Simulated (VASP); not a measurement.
# Al3Ni2 (P-3m1) in VASP: further runs, part 2 of 2

VASP 6.6.1. The steps go on from the part before.

### Step 4. Single point, r2SCAN (strain -0.025 along x and y, -0.050 along z)

File POSCAR:

```
Al3Ni2
1.0
    3.9065533283      0.0000000000      0.0000000000
   -1.9532766642      3.3831744235      0.0000000000
    0.0000000000      0.0000000000      4.6184506801
Al Ni
3 2
Direct
    0.0000000000      0.0000000000      0.0000000000
    0.3333333333      0.6666666667      0.6484376367
    0.6666666667      0.3333333333      0.3515623633
    0.3333333333      0.6666666667      0.1462123372
    0.6666666667      0.3333333333      0.8537876628
```

File INCAR.step1:

```
PREC     = Accurate       # precision mode
ENCUT    = 520            # plane-wave cutoff, eV
ISMEAR   = 0              # smearing method
SIGMA    = 0.15           # smearing width, eV
LREAL    = F              # projectors in reciprocal space
LASPH    = T              # aspherical terms in the spheres
NELM     = 80             # most SCF steps
NBANDS   = 22             # bands
GGA      = PE             # functional
ALGO     = Normal         # electronic algorithm
EDIFF    = 1E-4           # SCF threshold, eV
LWAVE    = T              # write WAVECAR
LCHARG   = F              # write CHGCAR
```

File INCAR.step2:

```
PREC     = Accurate       # precision mode
ENCUT    = 520            # plane-wave cutoff, eV
EDIFF    = 1E-6           # SCF threshold, eV
ISMEAR   = 0              # smearing method
SIGMA    = 0.15           # smearing width, eV
LREAL    = F              # projectors in reciprocal space
LASPH    = T              # aspherical terms in the spheres
NELM     = 80             # most SCF steps
ALGO     = Normal         # electronic algorithm
ISIF     = 2              # what is computed and relaxed
LWAVE    = F              # write WAVECAR
LCHARG   = F              # write CHGCAR
METAGGA  = R2SCAN         # meta-GGA
LMIXTAU  = T            
NBANDS   = 22             # bands
ISTART   = 1
```

File KPOINTS:

```
Automatic mesh
0
Gamma
  12 12 10
```

Potentials or basis: VASP PAW PBE potentials, release 64 (Al, Ni).

Started as:

```console
cat potpaw_PBE.64/Al/POTCAR potpaw_PBE.64/Ni/POTCAR > POTCAR
cp INCAR.step1 INCAR
mpirun -np 1 vasp_std > vasp.out
cp INCAR.step2 INCAR
mpirun -np 1 vasp_std > vasp.out
```

OUTCAR:

```text
PREC = Accurate
   ENCUT = 520
   EDIFF = 1E-6
   ISMEAR = 0
   LREAL = F
   LASPH = T
   NELM = 80
   ISIF = 2
   METAGGA = R2SCAN
   ISTART = 1

 ion  position               nearest neighbor table
   1  0.000  0.000  0.000-   4 2.35   5 2.35   4 2.35   5 2.35   5 2.35   4 2.35   2 2.78   3 2.78
                             2 2.78   3 2.78   2 2.78   3 2.78
   2  0.333  0.667  0.648-   4 2.30   4 2.32   5 2.45   5 2.45   5 2.45   3 2.64   3 2.64   3 2.64
                             1 2.78   1 2.78   1 2.78
   3  0.667  0.333  0.352-   5 2.30   5 2.32   4 2.45   4 2.45   4 2.45   2 2.64   2 2.64   2 2.64
                             1 2.78   1 2.78   1 2.78
   4  0.333  0.667  0.146-   2 2.30   2 2.32   1 2.35   1 2.35   1 2.35   3 2.45   3 2.45   3 2.45
                             5 2.63   5 2.63   5 2.63
   5  0.667  0.333  0.854-   3 2.30   3 2.32   1 2.35   1 2.35   1 2.35   2 2.45   2 2.45   2 2.45
                             4 2.63   4 2.63   4 2.63

  LATTYP: Found a hexagonal cell.
 ALAT       =     3.9065533283
 C/A-ratio  =     1.1822315714

  Lattice vectors:

 A1 = (   3.9065533283,   0.0000000000,   0.0000000000)
 A2 = (  -1.9532766642,   3.3831744235,   0.0000000000)
 A3 = (   0.0000000000,   0.0000000000,   4.6184506801)

Analysis of symmetry for initial positions (statically):
=====================================================================
 Subroutine PRICEL returns:
 Original cell was already a primitive cell.

 Routine SETGRP: Setting up the symmetry group for a
 hexagonal supercell.

 Subroutine GETGRP returns: Found 12 space group operations
 (whereof 12 operations were pure point group operations)
 out of a pool of 24 trial point group operations.

The static configuration has the point symmetry D_3d.

Analysis of symmetry for dynamics (positions and initial velocities):
=====================================================================
 Subroutine PRICEL returns:
 Original cell was already a primitive cell.

 Routine SETGRP: Setting up the symmetry group for a
 hexagonal supercell.

 Subroutine GETGRP returns: Found 12 space group operations
 (whereof 12 operations were pure point group operations)
 out of a pool of 24 trial point group operations.

The dynamic configuration has the point symmetry D_3d.

 Subroutine INISYM returns: Found 12 space group operations
 (whereof 12 operations are pure point group operations),
 and found     1 'primitive' translations

----------------------------------------------------------------------------------------

                                     Primitive cell

  volume of cell :      61.0400

  direct lattice vectors                    reciprocal lattice vectors
     3.906553328  0.000000000  0.000000000     0.255980123  0.147790193  0.000000000
    -1.953276664  3.383174423  0.000000000     0.000000000  0.295580385  0.000000000
     0.000000000  0.000000000  4.618450680     0.000000000  0.000000000  0.216522828

  length of vectors
     3.906553328  3.906553328  4.618450680     0.295580385  0.295580385  0.216522828

  position of ions in fractional coordinates (direct lattice)
     0.000000000  0.000000000  0.000000000
[... 38 lines left out ...]

 Following reciprocal coordinates:
            Coordinates               Weight
  0.000000  0.000000  0.000000      1.000000
  0.083333  0.000000  0.000000      6.000000
  0.166667  0.000000  0.000000      6.000000
  0.250000  0.000000  0.000000      6.000000
  0.333333  0.000000  0.000000      6.000000
  0.416667  0.000000  0.000000      6.000000
[... 16 lines left out ...]
  0.166667  0.000000  0.100000      6.000000
  0.000000  0.166667  0.100000      6.000000
 [... further k-points ...]
   k-points           NKPTS =    162   k-points in BZ     NKDIM =    162   number of bands    NBANDS=     22
   number of dos      NEDOS =    301   number of ions     NIONS =      5
   total plane-waves  NPLWV =  32400
   dimension x,y,z NGX =    30 NGY =   30 NGZ =   36
   dimension x,y,z NGXF=    60 NGYF=   60 NGZF=   72
   ions per type =               3   2
   NGX,Y,Z   is equivalent  to a cutoff of  12.77, 12.77, 12.96 a.u.
   NGXF,Y,Z  is equivalent  to a cutoff of  25.53, 25.53, 25.92 a.u.
 SYSTEM =  unknown system
   PREC   = accura    normal or accurate (medium, high low for compatibility)
   ISTART =      1    job   : 0-new  1-cont  2-samecut
   ICHARG =      0    charge: 1-file 2-atom 10-const
   ISPIN  =      1    spin polarized calculation?
   LNONCOLLINEAR =      F non collinear calculations
   LSORBIT =      F    spin-orbit coupling
   LASPH  =      T    aspherical Exc in radial PAW
   ENCUT  =  520.0 eV  38.22 Ry    6.18 a.u.   7.26  7.26  8.59*2*pi/ulx,y,z
   NELM   =     80;   NELMIN=  2; NELMDL=  0     # of ELM steps
   EDIFF  = 0.1E-05   stopping-criterion for ELM
   LREAL  =      F    real-space projection
   EDIFFG = 0.1E-04   stopping-criterion for IOM
   NSW    =      0    number of steps for IOM
   IBRION =     -1    ionic relax: 0-MD 1-quasi-New 2-CG
   NFREE  =      0    steps in history (QN), initial steepest desc. (CG)
   ISIF   =      2    stress and relaxation
   ISYM   =      2    0-nonsym 1-usesym 2-fastsym
   POTIM  = 0.5000    time-step for ionic-motion
   TEBEG  =    0.0;   TEEND  =   0.0 temperature during run
   PSTRESS=    0.0 pullay stress
   NELECT =      29.0000    total number of electrons
   NUPDOWN=      -1.0000    fix difference up-down
   EMIN   =  10.00;   EMAX   =-10.00  energy-range for DOS
   EFERMI =   0.00;   METHOD = LEGACY
   ISMEAR =     0;   SIGMA  =   0.15  broadening in eV -4-tet -1-fermi 0-gaus
   EFERMI_NEDOS =   21; number of points for ismear=-14 and -15
   IALGO  =     38    algorithm
   IMIX   =      4    mixing-type and parameters
     AMIX     =   0.40;   BMIX     =  1.00
     AMIX_MAG =   1.60;   BMIX_MAG =  1.00
  volume/ion in A,a.u.               =      12.21        82.38
  Fermi-wavevector in a.u.,A,eV,Ry     =   1.277427  2.413987 22.202247  1.631819
  Thomas-Fermi vector in A             =   2.410027
   LORBIT       =      0    0 simple, 1 ext, 2 COOP (PROOUT), +10 PAW based schemes
   METAGGA = R2SCAN    functional components
   LHFCALC =     F    Hartree Fock is set to
   AEXX    =    0.0000 exact exchange contribution
   IVDW    =     0    specifies the selected vdW correction
   LEPSILON=     F    determine dielectric tensor
   LRPA    =     F    only Hartree local field effects (RPA)
 non-spin polarized calculation
 Gauss-broadening in eV      SIGMA  =   0.15
  energy-cutoff  :      520.00
  volume of cell :       61.04
 maximum number of plane-waves:      1667
 NGX is ok and might be reduce to    30
   NGX = 15   NGY = 15   NGZ = 17

 number of electron      28.9999999 magnetization

 Free energy of the ion-electron system (eV)
  ---------------------------------------------------
  ext. energy  EPLUGINS =         0.00000000
  ---------------------------------------------------
  free energy    TOTEN  =       -46.98210092 eV

  energy without entropy =      -46.96977333  energy(sigma->0) =      -46.97593712

 E-fermi :   9.6841     XC(G=0): -12.5485

 val. band max:        9.6807607487   @ k =   0.0833   0.0833   0.1000
 cond. band min:       9.7017179211   @ k =   0.3333   0.3333   0.4000
 fundamental gap:      0.0209571724
 Fermi energy:         9.6841335229

 k-point     1 :       0.0000    0.0000    0.0000
  band No.  band energies     occupation
      1      -2.0936      2.00000
      2       3.9154      2.00000
      3       4.5130      2.00000
      4       5.4933      2.00000
      5       5.4933      2.00000
      6       6.1586      2.00000
[... 589 lines left out ...]
     21      16.7479      0.00000
     22      17.3195      0.00000

 [... further k-points ...]

------------------------ aborting loop because EDIFF is reached ----------------------------------------

  FORCE on cell =-STRESS in cart. coord.  units (eV):
  Direction    XX          YY          ZZ          XY          YZ          ZX
  --------------------------------------------------------------------------------------
  -------------------------------------------------------------------------------------
  Total        5.8291240      5.8291240      9.4962923     -0.0000000     -0.0000000      0.0000000
  in kB      153.0028135    153.0028135    249.2586289     -0.0000000     -0.0000000      0.0000000
  external PRESSURE =     185.0880853 kB  Pullay stress =       0.0000000 kB

 VOLUME and BASIS-vectors are now :
 -----------------------------------------------------------------------------
  energy-cutoff  :      520.00
  volume of cell :       61.04
      direct lattice vectors                 reciprocal lattice vectors
     3.906553328  0.000000000  0.000000000     0.255980123  0.147790193  0.000000000
    -1.953276664  3.383174423  0.000000000     0.000000000  0.295580385  0.000000000
     0.000000000  0.000000000  4.618450680     0.000000000  0.000000000  0.216522828

 POSITION                                       TOTAL-FORCE (eV/Angst)
 -----------------------------------------------------------------------------------
      0.00000      0.00000      0.00000        -0.000000      0.000000      0.000000
     -0.00000      2.25545      2.99478        -0.000000     -0.000000     -0.231115
      1.95328      1.12772      1.62367         0.000000      0.000000      0.231115
     -0.00000      2.25545      0.67527         0.000000      0.000000      0.134794
      1.95328      1.12772      3.94318        -0.000000      0.000000     -0.134794
 -----------------------------------------------------------------------------------
    total drift:                               -0.000000      0.000000      0.000000

  FREE ENERGIE OF THE ION-ELECTRON SYSTEM (eV)
  ---------------------------------------------------
  free  energy   TOTEN  =       -46.9821009174 eV

  energy  without entropy=      -46.9697733279  energy(sigma->0) =      -46.97593712
```

It took 19 min on 1 thread of Oxide Virtual Turin-like, shared host; peak memory 0.28 GiB.

What came out:

| Quantity | Value |
| --- | --- |
| Free energy | -46.9821 eV |
| Pressure | 18.5 GPa |
| Largest force | 0.231 eV/Å |
| Band gap on the k mesh | zero (an odd number of electrons rules out a gap without spin polarisation) |

Forces on the atoms (eV/Å):
```
Al   0.000  0.000  0.000
Al   0.000  0.000 -0.231
Al   0.000  0.000  0.231
Ni   0.000  0.000  0.135
Ni   0.000  0.000 -0.135
```

Stress tensor (GPa, compression positive):
```
15.30  0.00  0.00
 0.00 15.30  0.00
 0.00  0.00 24.93
```

Levels at points of the mesh, in eV from the Fermi level:
```csv
k point,band 11,band 12,band 13,band 14,band 15,band 16,band 17,band 18,band 19,band 20
"(0.00, 0.00, 0.00)",-1.99,-1.97,-1.50,1.21,1.21,3.37,3.37,5.33,5.80,8.07
"(0.50, 0.00, 0.00)",-2.42,-2.15,-1.81,-1.72,-1.32,1.80,2.53,2.91,5.36,6.09
"(0.00, 0.00, 0.50)",-2.05,-2.05,2.88,2.88,3.02,3.02,3.70,4.92,4.92,4.94
"(0.50, 0.00, 0.50)",-2.20,-2.02,-2.01,-1.17,-0.48,1.77,2.48,3.83,7.59,8.94
```

Caveat: the cell differs from its parent crystal (strain -0.025 along x and y, -0.050 along z); the stress differs along the axes, from 15 to 25 GPa; the PAW data sets were made with another functional, which shifts forces and pressure a little.

### Step 5. The runs side by side

```csv
cell,gap on the mesh (eV),pressure (GPa),largest force (eV/Å)
"a = 4.207, b = 4.207, c = 4.862 Å, angles 90.0, 90.0, 120.0°, 5 atoms",none,-11.2,0.12
"a = 4.207, b = 4.207, c = 5.105 Å, angles 90.0, 90.0, 120.0°, 5 atoms",none,-15.7,0.18
"a = 3.907, b = 3.907, c = 4.618 Å, angles 90.0, 90.0, 120.0°, 5 atoms",none,18.5,0.23
```

Alike in all rows: task single point; level r2SCAN; potentials or basis VASP PAW PBE potentials, release 64 (Al, Ni); no spin polarisation; k mesh 12 × 12 × 10; cutoff (eV) 520; smearing gaussian 0.15 eV.

Caveats: the PAW data sets were made with another functional, which shifts forces and pressure a little; the stress differs along the axes, from -14 to -5 GPa (at least some runs); the cell stands under tension (at least some runs); the stress differs along the axes, from 15 to 25 GPa (at least some runs).

Absolute energies hang on the potentials; compare differences alone.

The gap in the log of VASP goes by the Fermi energy; the results here count the filled bands.